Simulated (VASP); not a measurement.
# Li (Im-3m) in VASP: a series of runs, part 2 of 2

VASP 6.6.1. The steps go on from the part before.

### 3 Relaxation of cell and atoms, r2SCAN

This run uses another cell than the first one, of 21.62 Å³/atom.

File POSCAR:

```
Li
1.0
   -1.7550000000      1.7550000000      1.7550000000
    1.7550000000     -1.7550000000      1.7550000000
    1.7550000000      1.7550000000     -1.7550000000
Li
1
Direct
    0.0000000000      0.0000000000      0.0000000000
```

File INCAR.step1:

```
SYSTEM = Li
PREC = Accurate ; ENCUT = 830
ISMEAR = -1 ; SIGMA = 0.1
LREAL = .FALSE. ; LASPH = .TRUE.
NELM = 120 ; GGA = PE
ALGO = Normal ; EDIFF = 1E-5
LWAVE = .TRUE. ; LCHARG = .FALSE.
GGA_COMPAT = .FALSE. ; IBRION = 2
ISIF = 3 ; EDIFFG = -0.005
NELMIN = 4 ; NSW = 100
```

File INCAR.step2:

```
SYSTEM = Li
PREC = Accurate ; ENCUT = 830
EDIFF = 1E-7 ; ISMEAR = -1
SIGMA = 0.1 ; LREAL = .FALSE.
LASPH = .TRUE. ; NELM = 120
ALGO = Normal ; ISIF = 3
LWAVE = .FALSE. ; LCHARG = .FALSE.
METAGGA = R2SCAN ; LMIXTAU = .TRUE.
IBRION = 2 ; NSW = 80
EDIFFG = -0.02 ; ISTART = 1
GGA_COMPAT = .FALSE. ; NELMIN = 4
```

File KPOINTS:

```
Automatic mesh
0
G
  8 8 8
  0 0 0
```

Potentials or basis: VASP PAW PBE potentials, release 64 (Li_sv).

Launch:

```sh
cat potpaw_PBE.64/Li_sv/POTCAR > POTCAR
cp INCAR.step1 INCAR
mpirun -np 1 vasp_std > vasp.out
cp INCAR.step2 INCAR
mpirun -np 1 vasp_std > vasp.out
```

OUTCAR:

```text
SYSTEM = Li
   PREC = Accurate
   ENCUT = 830
   EDIFF = 1E-7
   ISMEAR = -1
   LREAL = .FALSE.
   LASPH = .TRUE.
   NELM = 120
   ISIF = 3
   METAGGA = R2SCAN
   IBRION = 2
   NSW = 80
   EDIFFG = -0.02
   ISTART = 1
   NELMIN = 4

 ion  position               nearest neighbor table
   1  0.000  0.000  0.000-

  LATTYP: Found a body centered cubic cell.
 ALAT       =     3.5100000000

  Lattice vectors:

 A1 = (  -1.7550000000,   1.7550000000,   1.7550000000)
 A2 = (   1.7550000000,  -1.7550000000,   1.7550000000)
 A3 = (   1.7550000000,   1.7550000000,  -1.7550000000)

Analysis of symmetry for initial positions (statically):
=====================================================================
 Subroutine PRICEL returns:
 Original cell was already a primitive cell.

 Routine SETGRP: Setting up the symmetry group for a
 body centered cubic supercell.

 Subroutine GETGRP returns: Found 48 space group operations
 (whereof 48 operations were pure point group operations)
[... 169 lines left out ...]
  --------------------------------------------------------------------------------------
  -------------------------------------------------------------------------------------
  Total       -0.0536663     -0.0536663     -0.0536663      0.0000000      0.0000000     -0.0000000
  in kB       -3.9766816     -3.9766816     -3.9766816      0.0000000      0.0000000     -0.0000000
  external PRESSURE =      -3.9766816 kB  Pullay stress =       0.0000000 kB
[... 57 lines left out ...]
--------------------------------------- Ionic step        3  -------------------------------------------

 number of electron       3.0000003 magnetization

 Free energy of the ion-electron system (eV)
  ---------------------------------------------------
  ext. energy  EPLUGINS =         0.00000000
  ---------------------------------------------------
  free energy    TOTEN  =        -2.38333849 eV

  energy without entropy =       -2.36263574  energy(sigma->0) =       -2.37298712

 E-fermi :   0.5529     XC(G=0):  -7.3431

 val. band max:        0.4911964168   @ k =   0.2500   0.2500   0.0000
 cond. band min:       0.6335754976   @ k =   0.3750   0.1250   0.0000
 fundamental gap:      0.1423790808
 Fermi energy:         0.5529336127

 k-point     1 :       0.0000    0.0000    0.0000
  band No.  band energies     occupation
      1     -47.6360      2.00000
      2      -3.2860      2.00000
      3      16.3901      0.00000
      4      16.3901      0.00000
      5      16.3901      0.00000
[... 177 lines left out ...]
 k-point    24 :      -0.3750    0.3750    0.2500
  band No.  band energies     occupation
      1     -47.6148      2.00000
      2       0.9035      0.05832
      3       6.7726      0.00000
      4       8.4448      0.00000
      5      11.8323      0.00000

 [... further k-points ...]

------------------------ aborting loop because EDIFF is reached ----------------------------------------

  FORCE on cell =-STRESS in cart. coord.  units (eV):
  Direction    XX          YY          ZZ          XY          YZ          ZX
  --------------------------------------------------------------------------------------
  -------------------------------------------------------------------------------------
  Total       -0.0041563     -0.0041563     -0.0041563     -0.0000000      0.0000000     -0.0000000
  in kB       -0.3153245     -0.3153245     -0.3153245     -0.0000000      0.0000000     -0.0000000
  external PRESSURE =      -0.3153245 kB  Pullay stress =       0.0000000 kB
[... 16 lines left out ...]
  FREE ENERGIE OF THE ION-ELECTRON SYSTEM (eV)
  ---------------------------------------------------
  free  energy   TOTEN  =        -2.3833384937 eV

  energy  without entropy=       -2.3626357370  energy(sigma->0) =       -2.37298712

 reached required accuracy - stopping structural energy minimisation
```

OUTCAR.step1:

```text
SYSTEM = Li
   PREC = Accurate
   ENCUT = 830
   ISMEAR = -1
   LREAL = .FALSE.
   LASPH = .TRUE.
   NELM = 120
   GGA = PE
[... 478 lines left out ...]
  -------------------------------------------------------------------------------------
  Total       -0.0007240     -0.0007240     -0.0007240      0.0000000     -0.0000000      0.0000000
  in kB       -0.0571232     -0.0571232     -0.0571232      0.0000000     -0.0000000      0.0000000
  external PRESSURE =      -0.0571232 kB  Pullay stress =       0.0000000 kB
[... 16 lines left out ...]
  FREE ENERGIE OF THE ION-ELECTRON SYSTEM (eV)
  ---------------------------------------------------
  free  energy   TOTEN  =        -1.9063101868 eV

  energy  without entropy=       -1.8847434932  energy(sigma->0) =       -1.89552684

 reached required accuracy - stopping structural energy minimisation
```

OSZICAR.step1:

```text
N       E                     dE             d eps       ncg     rms          rms(c)
DAV:   1     0.930634408514E+00    0.93063E+00   -0.95440E+02   290   0.601E+02
DAV:   2    -0.172861524853E+01   -0.26592E+01   -0.25399E+01   385   0.644E+01
DAV:   3    -0.189730856297E+01   -0.16869E+00   -0.16654E+00   385   0.119E+01
[... 14 lines left out ...]
DAV:   1    -0.190685394152E+01   -0.25636E-02   -0.13572E-01   350   0.464E+00    0.741E-01
DAV:   2    -0.190945274413E+01   -0.25988E-02   -0.57536E-02   325   0.286E+00    0.617E-01
DAV:   3    -0.191160086931E+01   -0.21481E-02   -0.20844E-02   520   0.103E+00    0.831E-01
DAV:   4    -0.190630420450E+01    0.52967E-02   -0.70730E-03   520   0.672E-01    0.139E-02
DAV:   5    -0.190631018679E+01   -0.59823E-05   -0.91872E-05   295   0.151E-01
   3 F= -.19063102E+01 E0= -.18955268E+01  d E =-.351794E-02
```

It took 2.2 min on 1 thread of Intel Xeon 8259CL, shared host; peak memory 0.14 GiB.

What came out:

- Free energy: -2.3833 eV
- Relaxed volume: 21.12 Å³/atom
- Relaxed cell: a = 3.016 Å, b = 3.016 Å, c = 3.016 Å, α = 109.47°, β = 109.47°, γ = 109.47°
- Space group after relaxing (to 0.1 Å): Im-3m (No. 229)
- Energy gained by relaxing: 0.2 meV/atom
- Ionic steps: 3
- Pressure after relaxing: 0.0 GPa
- Band gap on the k mesh: zero (an odd number of electrons rules out a gap without spin polarisation)

The path:
```tsv
step	energy change (eV)	largest force (eV/Å)	pressure (GPa)	volume (Å³)
1	0.0000	0.0000	-0.40	21.62
2	-0.0002	0.0000	-0.27	21.45
3	-0.0002	0.0000	-0.03	21.12
```

Final structure:
```yaml
crystal:
  lattice:
    - [-1.74126, 1.74126, 1.74126]
    - [1.74126, -1.74126, 1.74126]
    - [1.74126, 1.74126, -1.74126]
  atoms:
    - { symbol: Li, position: [0.00000, 0.00000, 0.00000] }
```

Levels at points of the mesh, in eV from the Fermi level:
| k point | band 1 | band 2 | band 3 | band 4 |
| --- | --- | --- | --- | --- |
| (0.00, 0.00, 0.00) | -48.19 | -3.84 | 15.84 | 15.84 |
| (0.50, 0.00, 0.00) | -48.17 | 0.25 | 3.35 | 11.15 |
| (0.50, 0.50, 0.50) | -48.16 | 5.89 | 5.89 | 5.89 |

Caveat: the PAW data sets were made with another functional, which shifts forces and pressure a little.

The gap in the log of VASP goes by the Fermi energy; the results here count the filled bands.